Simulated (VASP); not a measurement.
# Mg (I4/mmm) in VASP: single point with PBE

Aim: the single point of Mg with PBE.

Everything below comes from runs of VASP 6.6.1. Logs are shortened: lines on timing, memory, paths and dates and some standing lists are left out, and cuts for length are marked.

## 1. The cell of the first run

It takes space group I4/mmm (No. 139, tetragonal). Conventional cell: a = 3.672 Å, b = 3.672 Å, c = 3.359 Å, α = 90.00°, β = 90.00°, γ = 90.00°. Mg (site symmetry 4/mmm) has 14 Mg at 3.09 to 3.67 Å within 4.1 Å.

## 2. Single point, PBE

The input, INCAR:

```
  ALGO = Normal
  EDIFF = 1E-6
  ENCUT = 840
  GGA = PE
  GGA_COMPAT = False
  ISIF = 2
  ISMEAR = -5
  LASPH = True
  LCHARG = False
  LREAL = False
  LWAVE = False
  NBANDS = 11
  NELM = 120
  PREC = Accurate
  SIGMA = 0.1
```

The input, KPOINTS:

```
k-points
0
Gamma
  10 10 10
```

The input, POSCAR:

```
Mg
1.0
   -1.8359916300      1.8359916300      1.6794040200
    1.8359916300     -1.8359916300      1.6794040200
    1.8359916300      1.8359916300     -1.6794040200
Mg
1
Direct
    0.0000000000      0.0000000000      0.0000000000
```

Potentials or basis: VASP PAW PBE potentials, release 64 (Mg_sv).

Launch:

```
> cat potpaw_PBE.64/Mg_sv/POTCAR > POTCAR
> mpirun -np 1 vasp_std > vasp.out
```

OUTCAR:

```text
EDIFF = 1E-6
   ENCUT = 840
   GGA = PE
   ISIF = 2
   ISMEAR = -5
   LASPH = True
   LREAL = False
   NELM = 120
   PREC = Accurate

 ion  position               nearest neighbor table
   1  0.000  0.000  0.000-

  LATTYP: Found a body centered tetragonal cell.
 ALAT       =     3.6719832600
 C/A-ratio  =     0.9147122419

  Lattice vectors:

 A1 = (  -1.8359916300,   1.8359916300,   1.6794040200)
 A2 = (   1.8359916300,  -1.8359916300,   1.6794040200)
 A3 = (   1.8359916300,   1.8359916300,  -1.6794040200)

Analysis of symmetry for initial positions (statically):
=====================================================================
 Subroutine PRICEL returns:
 Original cell was already a primitive cell.

 Routine SETGRP: Setting up the symmetry group for a
 body centered tetragonal supercell.

 Subroutine GETGRP returns: Found 16 space group operations
 (whereof 16 operations were pure point group operations)
 out of a pool of 16 trial point group operations.

The static configuration has the point symmetry D_4h.

Analysis of symmetry for dynamics (positions and initial velocities):
=====================================================================
 Subroutine PRICEL returns:
 Original cell was already a primitive cell.

 Routine SETGRP: Setting up the symmetry group for a
 body centered tetragonal supercell.

 Subroutine GETGRP returns: Found 16 space group operations
 (whereof 16 operations were pure point group operations)
 out of a pool of 16 trial point group operations.

The dynamic configuration has the point symmetry D_4h.

 Subroutine INISYM returns: Found 16 space group operations
 (whereof 16 operations are pure point group operations),
 and found     1 'primitive' translations

----------------------------------------------------------------------------------------

                                     Primitive cell

  volume of cell :      22.6442

  direct lattice vectors                    reciprocal lattice vectors
    -1.835991630  1.835991630  1.679404020     0.000000000  0.272332396  0.297724665
     1.835991630 -1.835991630  1.679404020     0.272332396  0.000000000  0.297724665
     1.835991630  1.835991630 -1.679404020     0.272332396  0.272332396  0.000000000

  length of vectors
     3.092269133  3.092269133  3.092269133     0.403490905  0.403490905  0.385136168

  position of ions in fractional coordinates (direct lattice)
     0.000000000  0.000000000  0.000000000

  ion indices of the primitive-cell ions
   primitive index   ion index
[... 84 lines left out ...]
   TEBEG  =    0.0;   TEEND  =   0.0 temperature during run
   PSTRESS=    0.0 pullay stress
   NELECT =      10.0000    total number of electrons
   NUPDOWN=      -1.0000    fix difference up-down
   EMIN   =  10.00;   EMAX   =-10.00  energy-range for DOS
   EFERMI =   0.00;   METHOD = LEGACY
   ISMEAR =    -5;   SIGMA  =   0.10  broadening in eV -4-tet -1-fermi 0-gaus
   EFERMI_NEDOS =   21; number of points for ismear=-14 and -15
   IALGO  =     38    algorithm
   IMIX   =      4    mixing-type and parameters
     AMIX     =   0.40;   BMIX     =  1.00
     AMIX_MAG =   1.60;   BMIX_MAG =  1.00
  volume/ion in A,a.u.               =      22.64       152.81
  Fermi-wavevector in a.u.,A,eV,Ry     =   1.246683  2.355889 21.146420  1.554218
  Thomas-Fermi vector in A             =   2.380849
   LORBIT       =      0    0 simple, 1 ext, 2 COOP (PROOUT), +10 PAW based schemes
   GGA     = PE    functional components
   LHFCALC =     F    Hartree Fock is set to
   AEXX    =    0.0000 exact exchange contribution
   IVDW    =     0    specifies the selected vdW correction
   LEPSILON=     F    determine dielectric tensor
   LRPA    =     F    only Hartree local field effects (RPA)
 non-spin polarized calculation
 Fermi weights with tetrahedron method with Bloechl corrections
  energy-cutoff  :      840.00
  volume of cell :       22.64
 maximum number of plane-waves:      1280
 NGX is ok and might be reduce to    30
   NGX = 15   NGY = 15   NGZ = 15

 number of electron      10.0000000 magnetization

 number of electron       9.9999990 magnetization

 Free energy of the ion-electron system (eV)
  ---------------------------------------------------
  ext. energy  EPLUGINS =         0.00000000
  ---------------------------------------------------
  free energy    TOTEN  =        -1.48931080 eV

  energy without entropy =       -1.48931080  energy(sigma->0) =       -1.48931080

 E-fermi :   2.6330     XC(G=0):  -8.7947

 val. band max:        2.9050397000   @ k =   0.3000   0.3000   0.1000
 cond. band min:       2.2542332051   @ k =   0.4000   0.1000   0.1000
 fundamental gap:     -0.6508064949
 Fermi energy:         2.6329910955

 k-point     1 :       0.0000    0.0000    0.0000
  band No.  band energies     occupation
      1     -73.5093      2.00000
      2     -40.2509      2.00000
      3     -40.2509      2.00000
      4     -40.2455      2.00000
      5      -4.5036      2.00000
      6      14.4560      0.00000
      7      16.3109      0.00000
      8      16.3109      0.00000
      9      16.6377      0.00000
     10      16.8774      0.00000
     11      16.8774      0.00000
[... 309 lines left out ...]
 k-point    24 :       0.4000    0.3000   -0.0000
  band No.  band energies     occupation
      1     -73.5055      2.00000
      2     -40.2770      2.00000
      3     -40.2685      2.00000
      4     -40.2535      2.00000
      5       1.5145      2.00902
      6       3.5118     -0.01256
      7       4.8251      0.00000
      8      10.8837      0.00000
      9      16.1443      0.00000
     10      18.0089      0.00000
     11      19.4317      0.00000

 [... further k-points ...]

------------------------ aborting loop because EDIFF is reached ----------------------------------------

  FORCE on cell =-STRESS in cart. coord.  units (eV):
  Direction    XX          YY          ZZ          XY          YZ          ZX
  --------------------------------------------------------------------------------------
  -------------------------------------------------------------------------------------
  Total       -0.0319361     -0.0319361     -0.0210847      0.0000000      0.0000000      0.0000000
  in kB       -2.2596234     -2.2596234     -1.4918357      0.0000000      0.0000000      0.0000000
  external PRESSURE =      -2.0036941 kB  Pullay stress =       0.0000000 kB

 VOLUME and BASIS-vectors are now :
 -----------------------------------------------------------------------------
  energy-cutoff  :      840.00
  volume of cell :       22.64
      direct lattice vectors                 reciprocal lattice vectors
    -1.835991630  1.835991630  1.679404020     0.000000000  0.272332396  0.297724665
     1.835991630 -1.835991630  1.679404020     0.272332396  0.000000000  0.297724665
     1.835991630  1.835991630 -1.679404020     0.272332396  0.272332396  0.000000000

 POSITION                                       TOTAL-FORCE (eV/Angst)
 -----------------------------------------------------------------------------------
      0.00000      0.00000      0.00000         0.000000      0.000000      0.000000
 -----------------------------------------------------------------------------------
    total drift:                               -0.000000     -0.000000      0.000000

  FREE ENERGIE OF THE ION-ELECTRON SYSTEM (eV)
  ---------------------------------------------------
  free  energy   TOTEN  =        -1.4893108044 eV

  energy  without entropy=       -1.4893108044  energy(sigma->0) =       -1.48931080
```

Wall time 34 s (1 thread of Intel Xeon Platinum 8259CL at 2.50GHz (Skylake/Cascade Lake), shared host); peak memory 0.19 GiB.

Results:

* Free energy: -1.4893 eV
* Pressure: -0.2 GPa
* Band gap on the k mesh: zero (bands 5 and 6 overlap by 4.55 eV)

Levels at points of the mesh, in eV from the Fermi level:
```csv
k point,band 2,band 3,band 4,band 5,band 6,band 7,band 8,band 9
"(0.00, 0.00, 0.00)",-42.88,-42.88,-42.88,-7.14,11.82,13.68,13.68,14.00
"(0.50, 0.00, 0.00)",-42.92,-42.90,-42.88,-1.48,-0.80,8.06,8.86,9.62
"(0.50, 0.50, 0.00)",-42.92,-42.89,-42.88,-1.88,-1.46,9.68,10.40,11.38
"(0.50, 0.50, 0.50)",-42.91,-42.91,-42.90,3.09,3.09,3.45,4.02,5.25
```

Caveat: tetrahedron occupations give inexact forces and stress in metals.
